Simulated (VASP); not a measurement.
Crystal: Ta2B2O.

```
Ta B O
1.0
    -1.73605    1.73605    4.93528
     1.73605   -1.73605    4.93528
     1.73605    1.73605   -4.93528
Ta B O
2 2 1
Cartesian
  0.0000 0.0000 3.8019
  0.0000 0.0000 6.0686
  0.0000 1.7361 2.4676
  1.7361 0.0000 2.4676
  0.0000 0.0000 0.0000
```

The cell was built from a structure type or drawn by symmetry, and may not be a known phase.

* Program: VASP 6.6.1
* Task: relaxation of cell and atoms
* Functional: PBE
* Potentials or basis: VASP PAW PBE potentials, release 64 (Ta_pv, B, O)
* Cutoff: 600 eV
* k mesh: 8 × 8 × 8
* Occupations: gaussian, width 0.1 eV
* Spin: no spin polarisation

At the start: pressure 14.3 GPa; volume 11.90 Å³/atom.

Q: How do energy, volume and symmetry change on relaxing?

A: Over 14 steps the energy falls by 1000.8 meV/atom and the volume is 10.75 Å³/atom (-9.6 %); space group I4/mmm (No. 139, to 0.1 Å) before and after.

The path:
```
step  energy change (eV)  largest force (eV/Å)  pressure (GPa)  volume (Å³)
   1              0.0000                4.3882           14.28        59.50
   2             -2.0160                5.0404           -4.98        66.83
   3             -2.4931                4.0914           -3.32        64.09
   4             -3.9452                1.0014          -17.52        63.13
   5             -4.1770                0.6531          -22.15        62.48
   6             -4.8176                2.4263           -0.81        53.49
   7             -4.8330                2.1320           -4.70        54.58
   8             -4.9731                0.0205            3.05        53.27
   9             -4.9737                0.1517            2.52        53.34
  10             -4.9949                0.0000           -0.23        53.92
  11             -4.9977                0.0669           -1.65        54.23
  12             -5.0032                0.0764           -0.43        53.88
  13             -5.0036                0.0800            0.03        53.75
  14             -5.0038                0.0098           -0.18        53.76
```

Final structure:
```cif
data_structure
_symmetry_space_group_name_H-M 'P 1'
_symmetry_Int_Tables_number 1
_cell_length_a 6.9410
_cell_length_b 6.9410
_cell_length_c 6.9410
_cell_angle_alpha 156.350
_cell_angle_beta 156.350
_cell_angle_gamma 33.693
_cell_volume 53.76
loop_
_atom_site_label
_atom_site_type_symbol
_atom_site_fract_x
_atom_site_fract_y
_atom_site_fract_z
_atom_site_occupancy
Ta1 Ta 0.38751 0.38751 0.00000 1
Ta2 Ta 0.61249 0.61249 0.00000 1
B1 B 0.75000 0.25000 0.50000 1
B2 B 0.25000 0.75000 0.50000 1
O1 O 0.00000 0.00000 0.00000 1
```

Caveat: a cell axis changed by over 15 % at a fixed basis, so the end point is rough.
